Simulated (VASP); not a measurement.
Wanted: the native input for a VASP 6.6.1 run.

```yaml
Task: single point
Functional: PBE
Dispersion: D3(BJ)
Potentials_or_basis: VASP PAW PBE potentials, release 64 (C)
Cutoff: 600 eV
k_mesh: 24 × 24 × 4
Occupations: gaussian, width 0.15 eV
Spin: no spin polarisation
Dipole_correction: no
Further_INCAR_settings: ALGO = Normal; EDIFF = 1e-06; NBANDS = 16
```

The structure of C lies in POSCAR:

```
C
1.0
    2.3881772197      0.0000000000      0.0000000000
   -1.1940886098      2.0682221410      0.0000000000
    0.0000000000      0.0000000000     25.4916499032
C
4
Direct
    0.0000000000      0.0000000000      0.5711557753
    0.0000000000      0.0000000000      0.4288442247
    0.3333333333      0.6666666667      0.4288237756
    0.6666666667      0.3333333333      0.5711762244
```

This cell differs from its parent crystal: ratio of the length along z to the lengths across it x 1.1, volume and fractional coordinates fixed.

The input as run:

INCAR

```
ALGO = Normal
EDIFF = 1E-6
ENCUT = 600
GGA = PE
GGA_COMPAT = False
ISIF = 2
ISMEAR = 0
IVDW = 12
LASPH = True
LCHARG = False
LREAL = False
LWAVE = False
NBANDS = 16
NELM = 120
PREC = Accurate
SIGMA = 0.15
```

KPOINTS

```
k-points
0
Gamma
  24 24 4
```

Potentials or basis: VASP PAW PBE potentials, release 64 (C).

The run is started by

```console
$ cat potpaw_PBE.64/C/POTCAR > POTCAR
$ mpirun -np 1 vasp_std > vasp.out
```

Results of the run:

```
Largest force              : 0.027 eV/Å
Band gap on the k mesh     : zero (filled and empty bands touch)
Dispersion energy per atom : -0.111 eV
```

Wall time 18 min on 1 thread of Intel Xeon 8259CL (shared host), peak memory 0.58 GiB.
